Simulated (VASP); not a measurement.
# Mg2Ti3O3 (P-62m) in VASP: single point with PBE

Aim: the single point of Mg2Ti3O3 with PBE.

Program: VASP 6.6.1. These are calculated values, not measurements. Logs are shortened: lines on timing, memory, paths and dates and some standing lists are left out, and cuts for length are marked.

## Step 1: The cell of the first run

The structure is hexagonal, space group P-62m (No. 189). The conventional cell has a = 5.318 Å, b = 5.318 Å, c = 5.248 Å, α = 90.00°, β = 90.00°, γ = 120.00°. Mg (site symmetry -6) has 3 O at 1.86 Å within 2.5 Å. Ti (site symmetry -62m) has 6 Ti at 3.07 Å and 6 O at 3.07 Å and 12 Mg at 4.04 Å within 4.1 Å. Within 3.5 Å of Ti (site symmetry -6) lie 2 Mg at 2.62 Å and 6 Ti at 3.07 Å and 6 O at 3.22 Å. Within 2.5 Å of O (site symmetry m2m) lie 2 Mg at 1.86 Å.

The cell was built from a structure type or drawn by symmetry, and may not be a known phase.

## Step 2: Single point, PBE, collinear spin

Input file INCAR:

```
SYSTEM = Mg2Ti3O3
PREC     = Accurate       ! precision mode
ENCUT    = 520            ! plane-wave cutoff, eV
EDIFF    = 1E-6           ! SCF threshold, eV
ISMEAR   = 0              ! smearing method
SIGMA    = 0.2            ! smearing width, eV
LREAL    = .False.        ! projectors in reciprocal space
LASPH    = .True.         ! aspherical terms in the spheres
NELM     = 150            ! most SCF steps
ALGO     = Normal         ! electronic algorithm
ISIF     = 2              ! what is computed and relaxed
LWAVE    = .False.        ! write WAVECAR
LCHARG   = .False.        ! write CHGCAR
ISPIN    = 2              ! spin polarisation
MAGMOM   = 0 0 1 1 1 0 0 0 ! initial moments
LORBIT   = 11             ! projections on sites
LMAXMIX  = 4              ! l up to which the mixer works
GGA      = PE             ! functional
NBANDS   = 43             ! bands
```

Input file KPOINTS:

```
regular mesh
0
Gamma
  4 4 3
  0 0 0
```

Input file POSCAR:

```
Mg2Ti3O3
1.0
    5.3175299067      0.0000000032      0.0000000000
   -2.6587649561      4.6051159830      0.0000000000
    0.0000000000      0.0000000000      5.2476360038
Mg Ti O
2 3 3
Direct
    0.3333333333      0.6666666667      0.5000000000
    0.6666666667      0.3333333333      0.5000000000
    0.0000000000      0.0000000000      0.0000000000
    0.3333333333      0.6666666667      0.0000000000
    0.6666666667      0.3333333333      0.0000000000
    0.6990401791      0.0000000000      0.5000000000
    0.0000000000      0.6990401791      0.5000000000
    0.3009598209      0.3009598209      0.5000000000
```

Potentials or basis: VASP PAW PBE potentials, release 64 (Mg, Ti_sv, O).

Started as:

```sh
$ cat potpaw_PBE.64/Mg/POTCAR potpaw_PBE.64/Ti_sv/POTCAR potpaw_PBE.64/O/POTCAR > POTCAR
$ mpirun -np 1 vasp_std > vasp.out
```

OUTCAR:

```text
SYSTEM = Mg2Ti3O3
   PREC = Accurate
   ENCUT = 520
   EDIFF = 1E-6
   ISMEAR = 0
   LREAL = .False.
   LASPH = .True.
   NELM = 150
   ISIF = 2
   ISPIN = 2
   LORBIT = 11
   GGA = PE

 ion  position               nearest neighbor table
   1  0.333  0.667  0.500-   7 1.86   6 1.86   8 1.86   4 2.62   4 2.62   2 3.07   2 3.07   2 3.07

   2  0.667  0.333  0.500-   6 1.86   7 1.86   8 1.86   5 2.62   5 2.62   1 3.07   1 3.07   1 3.07

   3  0.000  0.000  0.000-
   4  0.333  0.667  0.000-   1 2.62   1 2.62
   5  0.667  0.333  0.000-   2 2.62   2 2.62
   6  0.699  0.000  0.500-   2 1.86   1 1.86
   7  0.000  0.699  0.500-   1 1.86   2 1.86
   8  0.301  0.301  0.500-   2 1.86   1 1.86

  LATTYP: Found a hexagonal cell.
 ALAT       =     5.3175299067
 C/A-ratio  =     0.9868559455

  Lattice vectors:

 A1 = (   5.3175299067,   0.0000000032,   0.0000000000)
 A2 = (  -2.6587649561,   4.6051159830,   0.0000000000)
 A3 = (   0.0000000000,   0.0000000000,   5.2476360038)

Analysis of symmetry for initial positions (statically):
=====================================================================
 Subroutine PRICEL returns:
 Original cell was already a primitive cell.

 Routine SETGRP: Setting up the symmetry group for a
 hexagonal supercell.

 Subroutine GETGRP returns: Found 12 space group operations
 (whereof 12 operations were pure point group operations)
 out of a pool of 24 trial point group operations.

The static configuration has the point symmetry D_3h.

Analysis of symmetry for dynamics (positions and initial velocities):
=====================================================================
 Subroutine PRICEL returns:
 Original cell was already a primitive cell.

 Routine SETGRP: Setting up the symmetry group for a
 hexagonal supercell.

 Subroutine GETGRP returns: Found 12 space group operations
 (whereof 12 operations were pure point group operations)
 out of a pool of 24 trial point group operations.

The dynamic configuration has the point symmetry D_3h.

Analysis of structural, dynamic, and magnetic symmetry:
=====================================================================
 Subroutine PRICEL returns:
 Original cell was already a primitive cell.

 Routine SETGRP: Setting up the symmetry group for a
 hexagonal supercell.

 Subroutine GETGRP returns: Found 12 space group operations
 (whereof 12 operations were pure point group operations)
 out of a pool of 24 trial point group operations.

The overall configuration has the point symmetry D_3h.

 Subroutine INISYM returns: Found 12 space group operations
 (whereof 12 operations are pure point group operations),
 and found     1 'primitive' translations

----------------------------------------------------------------------------------------

                                     Primitive cell

  volume of cell :     128.5033

  direct lattice vectors                    reciprocal lattice vectors
     5.317529907  0.000000003  0.000000000     0.188057240  0.108574898  0.000000000
    -2.658764956  4.605115983  0.000000000    -0.000000000  0.217149797  0.000000000
     0.000000000  0.000000000  5.247636004     0.000000000  0.000000000  0.190561998

  length of vectors
     5.317529907  5.317529907  5.247636004     0.217149797  0.217149797  0.190561998

  position of ions in fractional coordinates (direct lattice)
     0.333333333  0.666666667  0.500000000
     0.666666667  0.333333333  0.500000000
     0.000000000  0.000000000  0.000000000
     0.333333333  0.666666667  0.000000000
     0.666666667  0.333333333  0.000000000
     0.699040179  0.000000000  0.500000000
     1.000000000  0.699040179  0.500000000
     0.300959821  0.300959821  0.500000000

  ion indices of the primitive-cell ions
   primitive index   ion index
                 1           1
[... 40 lines left out ...]
  0.000000  0.000000  0.333333      2.000000
  0.250000 -0.000000  0.333333     12.000000
  0.500000 -0.000000  0.333333      6.000000
  0.250000  0.250000  0.333333     12.000000
   k-points           NKPTS =      8   k-points in BZ     NKDIM =      8   number of bands    NBANDS=     43
   number of dos      NEDOS =    301   number of ions     NIONS =      8
   total plane-waves  NPLWV =  64000
   dimension x,y,z NGX =    40 NGY =   40 NGZ =   40
   dimension x,y,z NGXF=    80 NGYF=   80 NGZF=   80
   ions per type =               2   3   3
   NGX,Y,Z   is equivalent  to a cutoff of  12.51, 12.51, 12.67 a.u.
   NGXF,Y,Z  is equivalent  to a cutoff of  25.01, 25.01, 25.34 a.u.
 SYSTEM =  Mg2Ti3O3
   PREC   = accura    normal or accurate (medium, high low for compatibility)
   ISTART =      0    job   : 0-new  1-cont  2-samecut
   ICHARG =      2    charge: 1-file 2-atom 10-const
   ISPIN  =      2    spin polarized calculation?
   LNONCOLLINEAR =      F non collinear calculations
   LSORBIT =      F    spin-orbit coupling
   LASPH  =      T    aspherical Exc in radial PAW
   ENCUT  =  520.0 eV  38.22 Ry    6.18 a.u.   9.89  9.89  9.76*2*pi/ulx,y,z
   NELM   =    150;   NELMIN=  2; NELMDL= -5     # of ELM steps
   EDIFF  = 0.1E-05   stopping-criterion for ELM
   LREAL  =      F    real-space projection
   EDIFFG = 0.1E-04   stopping-criterion for IOM
   NSW    =      0    number of steps for IOM
   IBRION =     -1    ionic relax: 0-MD 1-quasi-New 2-CG
   NFREE  =      0    steps in history (QN), initial steepest desc. (CG)
   ISIF   =      2    stress and relaxation
   ISYM   =      2    0-nonsym 1-usesym 2-fastsym
   POTIM  = 0.5000    time-step for ionic-motion
   TEBEG  =    0.0;   TEEND  =   0.0 temperature during run
   PSTRESS=    0.0 pullay stress
   NELECT =      58.0000    total number of electrons
   NUPDOWN=      -1.0000    fix difference up-down
   EMIN   =  10.00;   EMAX   =-10.00  energy-range for DOS
   EFERMI =   0.00;   METHOD = LEGACY
   ISMEAR =     0;   SIGMA  =   0.20  broadening in eV -4-tet -1-fermi 0-gaus
   EFERMI_NEDOS =   21; number of points for ismear=-14 and -15
   IALGO  =     38    algorithm
   IMIX   =      4    mixing-type and parameters
     AMIX     =   0.40;   BMIX     =  1.00
     AMIX_MAG =   1.60;   BMIX_MAG =  1.00
  volume/ion in A,a.u.               =      16.06       108.40
  Fermi-wavevector in a.u.,A,eV,Ry     =   1.255778  2.373076 21.456082  1.576978
  Thomas-Fermi vector in A             =   2.389518
   LORBIT       =     11    0 simple, 1 ext, 2 COOP (PROOUT), +10 PAW based schemes
   GGA     = PE    functional components
   LHFCALC =     F    Hartree Fock is set to
   AEXX    =    0.0000 exact exchange contribution
   IVDW    =     0    specifies the selected vdW correction
   LEPSILON=     F    determine dielectric tensor
   LRPA    =     F    only Hartree local field effects (RPA)
 spin polarized calculation
 Gauss-broadening in eV      SIGMA  =   0.20
  energy-cutoff  :      520.00
  volume of cell :      128.50
 maximum number of plane-waves:      3474
 NGX is ok and might be reduce to    40
   NGX = 19   NGY = 19   NGZ = 19

 number of electron      57.9999986 magnetization       4.6386225

 Free energy of the ion-electron system (eV)
  ---------------------------------------------------
  ext. energy  EPLUGINS =         0.00000000
  ---------------------------------------------------
  free energy    TOTEN  =       -43.10736915 eV

  energy without entropy =      -42.96405856  energy(sigma->0) =      -43.03571385

 E-fermi :   4.1432     XC(G=0):  -9.9102

 val. band max:        4.1414694466   @ k =   0.2500  -0.0000   0.3333
 cond. band min:       4.1634138588   @ k =   0.2500  -0.0000   0.3333
 fundamental gap:      0.0219444122
 Fermi energy:         4.1431651251

 spin component 1

 k-point     1 :       0.0000    0.0000    0.0000
  band No.  band energies     occupation
      1     -53.7808      1.00000
      2     -53.4310      1.00000
      3     -53.4015      1.00000
      4     -30.2143      1.00000
      5     -29.9195      1.00000
      6     -29.9195      1.00000
[... 341 lines left out ...]
     40       5.7678      0.00000
     41       6.3647      0.00000
 Fermi energy:         4.1431651251

 spin component 2

 k-point     1 :       0.0000    0.0000    0.0000
  band No.  band energies     occupation
      1     -53.1154      1.00000
      2     -52.1911      1.00000
      3     -52.1600      1.00000
      4     -29.5980      1.00000
      5     -29.2147      1.00000
      6     -29.2147      1.00000
[... 341 lines left out ...]
     40       6.4327      0.00000
     41       7.3444      0.00000
 [bands above 41 left out]

------------------------ aborting loop because EDIFF is reached ----------------------------------------

  FORCE on cell =-STRESS in cart. coord.  units (eV):
  Direction    XX          YY          ZZ          XY          YZ          ZX
  --------------------------------------------------------------------------------------
  -------------------------------------------------------------------------------------
  Total        0.5584658      0.5584658      0.3893249      0.0000000      0.0000000     -0.0000000
  in kB        6.9629443      6.9629443      4.8540983      0.0000000      0.0000000     -0.0000000
  external PRESSURE =       6.2599956 kB  Pullay stress =       0.0000000 kB

 VOLUME and BASIS-vectors are now :
 -----------------------------------------------------------------------------
  energy-cutoff  :      520.00
  volume of cell :      128.50
      direct lattice vectors                 reciprocal lattice vectors
     5.317529907  0.000000003  0.000000000     0.188057240  0.108574898  0.000000000
    -2.658764956  4.605115983  0.000000000    -0.000000000  0.217149797  0.000000000
     0.000000000  0.000000000  5.247636004     0.000000000  0.000000000  0.190561998

 POSITION                                       TOTAL-FORCE (eV/Angst)
 -----------------------------------------------------------------------------------
     -0.00000      3.07008      2.62382        -0.000000     -0.000000      0.000000
      2.65876      1.53504      2.62382        -0.000000     -0.000000      0.000000
      0.00000      0.00000      0.00000        -0.000000     -0.000000      0.000000
     -0.00000      3.07008      0.00000        -0.000000     -0.000000      0.000000
      2.65876      1.53504      0.00000        -0.000000     -0.000000      0.000000
      3.71717      0.00000      2.62382         0.011751      0.000000      0.000000
     -1.85858      3.21916      2.62382        -0.005875      0.010177      0.000000
      0.80018      1.38595      2.62382        -0.005875     -0.010177      0.000000
 -----------------------------------------------------------------------------------
    total drift:                               -0.000007     -0.000012      0.000000

  FREE ENERGIE OF THE ION-ELECTRON SYSTEM (eV)
  ---------------------------------------------------
  free  energy   TOTEN  =       -43.1073691457 eV

  energy  without entropy=      -42.9640585605  energy(sigma->0) =      -43.03571385

 total charge

# of ion       s       p       d       tot
------------------------------------------
    1        0.216   0.241   0.100   0.557
    2        0.216   0.241   0.100   0.557
    3        2.175   6.007   1.793   9.975
    4        2.224   6.018   1.943  10.185
    5        2.224   6.018   1.943  10.185
    6        1.585   3.358   0.000   4.943
    7        1.585   3.358   0.000   4.943
    8        1.585   3.358   0.000   4.943
--------------------------------------------------
tot         11.811  28.599   5.880  46.290

 magnetization (x)

# of ion       s       p       d       tot
------------------------------------------
    1        0.007   0.014   0.009   0.030
    2        0.007   0.014   0.009   0.030
    3        0.004   0.027   0.650   0.682
    4        0.028   0.033   1.267   1.328
    5        0.028   0.033   1.267   1.328
    6        0.006  -0.025   0.000  -0.019
    7        0.006  -0.025   0.000  -0.019
    8        0.006  -0.025   0.000  -0.019
--------------------------------------------------
tot          0.094   0.046   3.202   3.341
```

It took 93 s on 1 thread of Intel Xeon 6975P-C (Granite Rapids), shared host; peak memory 0.31 GiB.

Results:

```
Free energy                                           : -43.1074 eV
Pressure                                              : 0.6 GPa
Largest force                                         : 0.012 eV/Å
Net moment                                            : 4.64 μB per cell
Site moments                                          : Mg +0.03; Ti +0.68, +1.33 (each value once); O -0.02 μB
Valence electrons inside the program's atomic spheres : Mg 0.56; Ti 9.97, 10.19 (each value once); O 4.94
```

Forces on the atoms (eV/Å):
```
Mg   0.000  0.000  0.000
Mg   0.000  0.000  0.000
Ti   0.000  0.000  0.000
Ti   0.000  0.000  0.000
Ti   0.000  0.000  0.000
O    0.012  0.000  0.000
O   -0.006  0.010  0.000
O   -0.006 -0.010  0.000
```

Caveat: the k points lie up to 0.40 Å⁻¹ apart.
